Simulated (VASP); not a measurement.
## Na: single point with PBE

Crystal: Na.

```
Na
1.0
    -2.14811    2.14811    2.14811
     2.14811   -2.14811    2.14811
     2.14811    2.14811   -2.14811
Na
1
Direct
  0.00000 0.00000 0.00000
```

| Property | Result |
| --- | --- |
| Program | VASP 6.6.1 |
| Task | single point |
| Functional | PBE |
| Potentials or basis | VASP PAW PBE potentials, release 64 (Na_pv) |
| Cutoff | 500 eV |
| k mesh | 8 × 8 × 8 |
| Occupations | methfessel-paxton, width 0.05 eV |
| Spin | no spin polarisation |

```yaml
Pressure: -0.5 GPa
```

Levels at points of the mesh, in eV from the Fermi level:
| k point | band 1 | band 2 | band 3 | band 4 | band 5 | band 6 | band 7 |
| --- | --- | --- | --- | --- | --- | --- | --- |
| (0.00, 0.00, 0.00) | -25.10 | -25.10 | -25.10 | -3.29 | 11.16 | 11.16 | 11.16 |
| (0.50, 0.00, 0.00) | -25.13 | -25.11 | -25.10 | 0.60 | 1.00 | 7.79 | 8.56 |
| (0.50, 0.50, 0.50) | -25.12 | -25.12 | -25.12 | 4.26 | 4.26 | 4.53 | 4.53 |

It took 4.8 s on 1 thread of Intel(R) Xeon(R) Platinum 8488C (Sapphire Rapids), on a shared host, peak memory 0.14 GiB.
